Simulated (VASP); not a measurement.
Write the native input for VASP 6.6.1 that does the following.

* Task: single point
* Functional: PBE
* Potentials or basis: VASP PAW PBE potentials, release 64 (Ti_sv, B)
* Cutoff: 520 eV
* k mesh: 4 × 4 × 4
* Occupations: gaussian, width 0.1 eV
* Spin: no spin polarisation
* Dipole correction: no
* Further INCAR settings: ALGO = Normal; EDIFF = 1e-06; NBANDS = 34

The structure of Ti4B lies in POSCAR:

```
Ti4B
1.0
    4.1352203200      0.0000000000      0.0000000000
    0.0000000000      4.1352203200      0.0000000000
    0.0000000000      0.0000000000      4.1352203200
Ti B
4 1
Direct
    0.2500000000      0.2500000000      0.2500000000
    0.7500000000      0.7500000000      0.2500000000
    0.2500000000      0.7500000000      0.7500000000
    0.7500000000      0.2500000000      0.7500000000
    0.0000000000      0.0000000000      0.0000000000
```

The cell was generated, and may not be a known phase.

These files were run (other wordings do the same):

INCAR

```
SYSTEM = Ti4B
PREC = Accurate ; ENCUT = 520
EDIFF = 1E-6 ; ISMEAR = 0
SIGMA = 0.1 ; LREAL = .False.
LASPH = .True. ; NELM = 100
ALGO = Normal ; ISIF = 2
LWAVE = .False. ; LCHARG = .False.
GGA = PE ; NBANDS = 34
```

KPOINTS

```
regular mesh
0
Gamma
  4 4 4
  0 0 0
```

Potentials or basis: VASP PAW PBE potentials, release 64 (Ti_sv, B).

Launch:

```console
$ cat potpaw_PBE.64/Ti_sv/POTCAR potpaw_PBE.64/B/POTCAR > POTCAR
$ mpirun -np 1 vasp_std > vasp.out
```

It gave:

| Item | Value |
| --- | --- |
| Pressure | 36.0 GPa |
| Band gap on the k mesh | zero (an odd number of electrons rules out a gap without spin polarisation) |

Caveat: the k points lie up to 0.38 Å⁻¹ apart, too coarse for converged energies and pressures of a metal.

Run time: 47 s on 1 thread of Intel Xeon 8259CL, on a shared host, peak memory 0.17 GiB.
